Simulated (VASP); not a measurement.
# AgCl (Fm-3m) in VASP: further runs

The runs below take AgCl through single point, with PBEsol.

Program: VASP 6.6.1. These are calculated values, not measurements. Logs are shortened: lines on timing, memory, paths and dates and some standing lists are left out, and cuts for length are marked.

## Step 1: The cell of the first run

The structure is cubic, space group Fm-3m (No. 225). Conventional cell: a = 5.389 Å, b = 5.389 Å, c = 5.389 Å, α = 90.00°, β = 90.00°, γ = 90.00°. Within 3.6 Å of Ag (site symmetry m-3m) lie 6 Cl at 2.69 Å. Cl (site symmetry m-3m) has 6 Ag at 2.69 Å within 3.6 Å.

## Step 2: Single point, PBEsol

File INCAR:

```
SYSTEM = AgCl
  ALGO = Normal
  EDIFF = 1E-6
  ENCUT = 520
  GGA = PS
  ISIF = 2
  ISMEAR = 0
  LASPH = .True.
  LCHARG = .False.
  LREAL = .False.
  LWAVE = .False.
  NBANDS = 16
  NELM = 60
  PREC = Accurate
  SIGMA = 0.01
```

File KPOINTS:

```
k-points
0
Gamma
  8 8 8
  0 0 0
```

File POSCAR:

```
AgCl
1.0
    2.6947307987      2.6947307987      0.0000000000
   -2.6947307987      2.6947307987      0.0000000000
    0.0000000000      2.6947307987      2.6947307987
Ag Cl
1 1
Direct
    0.0000000000      0.0000000000      0.0000000000
    0.5000000000      0.5000000000      0.0000000000
```

Potentials or basis: VASP PAW PBE potentials, release 64 (Ag, Cl).

Command:

```bash
$ cat potpaw_PBE.64/Ag/POTCAR potpaw_PBE.64/Cl/POTCAR > POTCAR
$ mpirun -np 1 vasp_std > vasp.out
```

OUTCAR:

```text
SYSTEM = AgCl
   EDIFF = 1E-6
   ENCUT = 520
   GGA = PS
   ISIF = 2
   ISMEAR = 0
   LASPH = .True.
   LREAL = .False.
   NELM = 60
   PREC = Accurate

 ion  position               nearest neighbor table
   1  0.000  0.000  0.000-   2 2.69   2 2.69   2 2.69   2 2.69   2 2.69   2 2.69
   2  0.500  0.500  0.000-   1 2.69   1 2.69   1 2.69   1 2.69   1 2.69   1 2.69

  LATTYP: Found a face centered cubic cell.
 ALAT       =     5.3894615974

  Lattice vectors:

 A1 = (   0.0000000000,   2.6947307987,   2.6947307987)
 A2 = (   2.6947307987,   0.0000000000,   2.6947307987)
 A3 = (   2.6947307987,   2.6947307987,   0.0000000000)

Analysis of symmetry for initial positions (statically):
=====================================================================
 Subroutine PRICEL returns:
 Original cell was already a primitive cell.

 Routine SETGRP: Setting up the symmetry group for a
 face centered cubic supercell.

 Subroutine GETGRP returns: Found 48 space group operations
 (whereof 48 operations were pure point group operations)
 out of a pool of 48 trial point group operations.

The static configuration has the point symmetry O_h .

Analysis of symmetry for dynamics (positions and initial velocities):
=====================================================================
 Subroutine PRICEL returns:
 Original cell was already a primitive cell.

 Routine SETGRP: Setting up the symmetry group for a
 face centered cubic supercell.

 Subroutine GETGRP returns: Found 48 space group operations
 (whereof 48 operations were pure point group operations)
 out of a pool of 48 trial point group operations.

The dynamic configuration has the point symmetry O_h .

 Subroutine INISYM returns: Found 48 space group operations
 (whereof 48 operations are pure point group operations),
 and found     1 'primitive' translations

----------------------------------------------------------------------------------------

                                     Primitive cell

  volume of cell :      39.1360

  direct lattice vectors                    reciprocal lattice vectors
     2.694730799  2.694730799  0.000000000     0.185547291  0.185547291 -0.185547291
    -2.694730799  2.694730799  0.000000000    -0.185547291  0.185547291 -0.185547291
     0.000000000  2.694730799  2.694730799     0.000000000  0.000000000  0.371094582

  length of vectors
     3.810924842  3.810924842  3.810924842     0.321377335  0.321377335  0.371094582

[... 79 lines left out ...]
   NELM   =     60;   NELMIN=  2; NELMDL= -5     # of ELM steps
   EDIFF  = 0.1E-05   stopping-criterion for ELM
   LREAL  =      F    real-space projection
   EDIFFG = 0.1E-04   stopping-criterion for IOM
   NSW    =      0    number of steps for IOM
   IBRION =     -1    ionic relax: 0-MD 1-quasi-New 2-CG
   NFREE  =      0    steps in history (QN), initial steepest desc. (CG)
   ISIF   =      2    stress and relaxation
   ISYM   =      2    0-nonsym 1-usesym 2-fastsym
   POTIM  = 0.5000    time-step for ionic-motion
   TEBEG  =    0.0;   TEEND  =   0.0 temperature during run
   PSTRESS=    0.0 pullay stress
   NELECT =      18.0000    total number of electrons
   NUPDOWN=      -1.0000    fix difference up-down
   EMIN   =  10.00;   EMAX   =-10.00  energy-range for DOS
   EFERMI =   0.00;   METHOD = LEGACY
   ISMEAR =     0;   SIGMA  =   0.01  broadening in eV -4-tet -1-fermi 0-gaus
   EFERMI_NEDOS =   21; number of points for ismear=-14 and -15
   IALGO  =     38    algorithm
   IMIX   =      4    mixing-type and parameters
     AMIX     =   0.40;   BMIX     =  1.00
     AMIX_MAG =   1.60;   BMIX_MAG =  1.00
  volume/ion in A,a.u.               =      19.57       132.05
  Fermi-wavevector in a.u.,A,eV,Ry     =   1.263689  2.388026 21.727286  1.596910
  Thomas-Fermi vector in A             =   2.397033
   LORBIT       =      0    0 simple, 1 ext, 2 COOP (PROOUT), +10 PAW based schemes
   GGA     = PS    functional components
   LHFCALC =     F    Hartree Fock is set to
   AEXX    =    0.0000 exact exchange contribution
   IVDW    =     0    specifies the selected vdW correction
   LEPSILON=     F    determine dielectric tensor
   LRPA    =     F    only Hartree local field effects (RPA)
 non-spin polarized calculation
 Gauss-broadening in eV      SIGMA  =   0.01
  energy-cutoff  :      520.00
  volume of cell :       39.14
 maximum number of plane-waves:      1067
   NGX = 15   NGY = 15   NGZ = 15

 number of electron      18.0000008 magnetization

 Free energy of the ion-electron system (eV)
  ---------------------------------------------------
  ext. energy  EPLUGINS =         0.00000000
  ---------------------------------------------------
  free energy    TOTEN  =        -6.05355103 eV

  energy without entropy =       -6.05355103  energy(sigma->0) =       -6.05355103

 E-fermi :   4.9147     XC(G=0): -10.6711

 val. band max:        4.8578785773   @ k =   0.5000   0.0000   0.0000
 cond. band min:       5.5823138245   @ k =   0.0000   0.0000   0.0000
 fundamental gap:      0.7244352473
 Fermi energy:         4.9147354944

 k-point     1 :       0.0000    0.0000    0.0000
  band No.  band energies     occupation
      1     -10.8981      2.00000
      2       1.9950      2.00000
      3       1.9950      2.00000
      4       1.9950      2.00000
      5       2.0407      2.00000
      6       2.0407      2.00000
[... 433 lines left out ...]
      3       0.1150      2.00000
      4       0.1898      2.00000
      5       2.3791      2.00000
      6       2.4604      2.00000
[... 8 lines left out ...]
     15      18.4945      0.00000
     16      20.0023      0.00000

 [... further k-points ...]

------------------------ aborting loop because EDIFF is reached ----------------------------------------

  FORCE on cell =-STRESS in cart. coord.  units (eV):
  Direction    XX          YY          ZZ          XY          YZ          ZX
  --------------------------------------------------------------------------------------
  -------------------------------------------------------------------------------------
  Total        0.4589583      0.4589583      0.4589583     -0.0000000      0.0000000     -0.0000000
  in kB       18.7891739     18.7891739     18.7891739     -0.0000000      0.0000000     -0.0000000
  external PRESSURE =      18.7891739 kB  Pullay stress =       0.0000000 kB

 VOLUME and BASIS-vectors are now :
 -----------------------------------------------------------------------------
  energy-cutoff  :      520.00
  volume of cell :       39.14
      direct lattice vectors                 reciprocal lattice vectors
     2.694730799  2.694730799  0.000000000     0.185547291  0.185547291 -0.185547291
    -2.694730799  2.694730799  0.000000000    -0.185547291  0.185547291 -0.185547291
     0.000000000  2.694730799  2.694730799     0.000000000  0.000000000  0.371094582

 POSITION                                       TOTAL-FORCE (eV/Angst)
 -----------------------------------------------------------------------------------
      0.00000      0.00000      0.00000        -0.000000      0.000000      0.000000
      0.00000      2.69473      0.00000         0.000000     -0.000000      0.000000
 -----------------------------------------------------------------------------------
    total drift:                               -0.000000      0.000000     -0.000000

  FREE ENERGIE OF THE ION-ELECTRON SYSTEM (eV)
  ---------------------------------------------------
  free  energy   TOTEN  =        -6.0535510329 eV

  energy  without entropy=       -6.0535510329  energy(sigma->0) =       -6.05355103
```

stdout:

```text
POSCAR found type information on POSCAR AgCl
 POSCAR found :  2 types and       2 ions
 scaLAPACK will be used
 -----------------------------------------------------------------------------
|                                                                             |
|                                                                             |
|     You enforced a specific xc type in the INCAR file but a different       |
|     I HOPE YOU KNOW WHAT YOU ARE DOING!                                     |
|                                                                             |
 -----------------------------------------------------------------------------

 LDA part: xc-table for (Slater+PW92), standard interpolation
 POSCAR, INCAR and KPOINTS ok, starting setup
 FFT: planning ... GRIDC
 FFT: planning ... GRID_SOFT
 FFT: planning ... GRID
 WAVECAR not read
 entering main loop
```

It took 20 s on 1 thread of Intel Xeon 8259CL, shared host; peak memory 0.16 GiB.

Results:

| Quantity | Value |
| --- | --- |
| Free energy | -6.0536 eV |
| Pressure | 1.9 GPa |
| Band gap on the k mesh | 0.72 eV (least direct gap 3.35 eV) |

Levels at points of the mesh, in eV from the valence-band top:
```tsv
k point	band 6	band 7	band 8	band 9	band 10	band 11	band 12	band 13
(0.00, 0.00, 0.00)	-2.82	-2.70	-2.70	-2.70	0.72	10.71	10.71	10.71
(0.50, 0.00, 0.00)	-2.40	-2.03	0.00	0.00	3.78	6.93	7.35	7.35
(0.50, 0.50, 0.00)	-2.58	-2.25	-2.25	-2.10	2.08	7.73	8.75	11.80
```

Caveat: semilocal functionals underestimate gaps, and a narrow one can read as zero; the PAW data sets were made with another functional, which shifts forces and pressure a little. A k mesh can miss the band edges.

## Step 3: Single point, PBEsol

This run uses another cell than the first one, of 21.02 Å³/atom.

File INCAR:

```
SYSTEM = AgCl
PREC = Accurate
ENCUT = 520
EDIFF = 1E-6
ISMEAR = 0
SIGMA = 0.01
LREAL = .FALSE.
LASPH = .TRUE.
NELM = 100
ALGO = Normal
ISIF = 2
LWAVE = .FALSE.
LCHARG = .FALSE.
GGA = PS
NBANDS = 16
```

File KPOINTS:

```
Automatic mesh
0
G
  8 8 8
  0 0 0
```

File POSCAR:

```
AgCl
1.0
    2.7595859441      2.7595859441      0.0000000000
   -2.7595859441      2.7595859441      0.0000000000
    0.0000000000      2.7595859441      2.7595859441
Ag Cl
1 1
Direct
    0.0000000000      0.0000000000      0.0000000000
    0.5000000000      0.5000000000      0.0000000000
```

Potentials or basis: VASP PAW PBE potentials, release 64 (Ag, Cl).

Command:

```bash
$ cat potpaw_PBE.64/Ag/POTCAR potpaw_PBE.64/Cl/POTCAR > POTCAR
$ mpirun -np 1 vasp_std > vasp.out
```

Run time: 29 s. Hardware: 1 thread of Intel Xeon 8259CL, shared host; peak memory 0.17 GiB.

Results (log left out):

```yaml
Free_energy: -6.0504 eV
Pressure: -2.1 GPa
Band_gap_on_the_k_mesh: 0.73 eV (least direct gap 3.09 eV)
```

Levels at points of the mesh, in eV from the valence-band top:
| k point | band 7 | band 8 | band 9 | band 10 | band 11 | band 12 |
| --- | --- | --- | --- | --- | --- | --- |
| (0.00, 0.00, 0.00) | -2.39 | -2.39 | -2.39 | 0.73 | 10.74 | 10.74 |
| (0.50, 0.00, 0.00) | -1.82 | 0.00 | 0.00 | 3.99 | 6.52 | 7.50 |
| (0.50, 0.50, 0.00) | -2.02 | -2.02 | -1.93 | 2.21 | 7.83 | 8.51 |

Caveat: semilocal functionals underestimate gaps, and a narrow one can read as zero; the PAW data sets were made with another functional, which shifts forces and pressure a little. A k mesh can miss the band edges.
